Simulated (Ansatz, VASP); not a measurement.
**ZnSe in VASP and in Ansatz**

INCAR

```
PREC = Accurate
ENCUT = 520
EDIFF = 1E-6
ISMEAR = 0
SIGMA = 0.05
LREAL = False
LASPH = True
NELM = 100
ALGO = Normal
ISIF = 2
LWAVE = False
LCHARG = False
GGA = PE
NBANDS = 16
```

KPOINTS

```
regular mesh
0
Gamma
  6 6 6
```

The input POSCAR:

```
ZnSe
1.0
    0.0000000000      2.7023559504      2.7023559504
    2.7023559504      0.0000000000      2.7023559504
    2.7023559504      2.7023559504      0.0000000000
Se Zn
1 1
Direct
    0.0000000000      0.0000000000      0.0000000000
    0.5000000000      0.5000000000      0.5000000000
```

Input for Ansatz:

```yaml
crystal:
  lattice:
    - [0.0, 2.7023559504, 2.7023559504]
    - [2.7023559504, 0.0, 2.7023559504]
    - [2.7023559504, 2.7023559504, 0.0]
  atoms:
    - { symbol: Se, position: [0.0, 0.0, 0.0] }
    - { symbol: Zn, position: [0.5, 0.5, 0.5] }
basis:
  ecutwfc: 420
  ecutrho_ratio: 4
kpoints:
  mp_grid: { grid: [6, 6, 6] }
hamiltonian:
  xc: pbe
scf:
  occupations: { method: gaussian, width: 0.05 }
output:
  forces: true
  stress: true
  eigenvalues: true
```

Alike in both runs: task single point; functional PBE; k mesh 6 × 6 × 6; occupations gaussian, width 0.05 eV; no spin polarisation.

```csv
,VASP,Ansatz
version,VASP 6.6.1,Ansatz 0.2.0
potentials or method,"VASP PAW PBE potentials, release 64 (Se, Zn), cutoff 520 eV","scalar-relativistic, plane waves, PAW"
valence electrons in the cell,18,28
```

```csv
,VASP,Ansatz,Ansatz less VASP
gap on the k mesh at the Fermi level (eV),none,none,-
pressure (GPa),-1.1,-1.3,-0.17
```

A gap of «none» marks a metal or a gap that the smearing closes. VASP's potentials hold 18 valence electrons a cell and Ansatz's 28, so a difference there can come from the potentials and not from the codes.
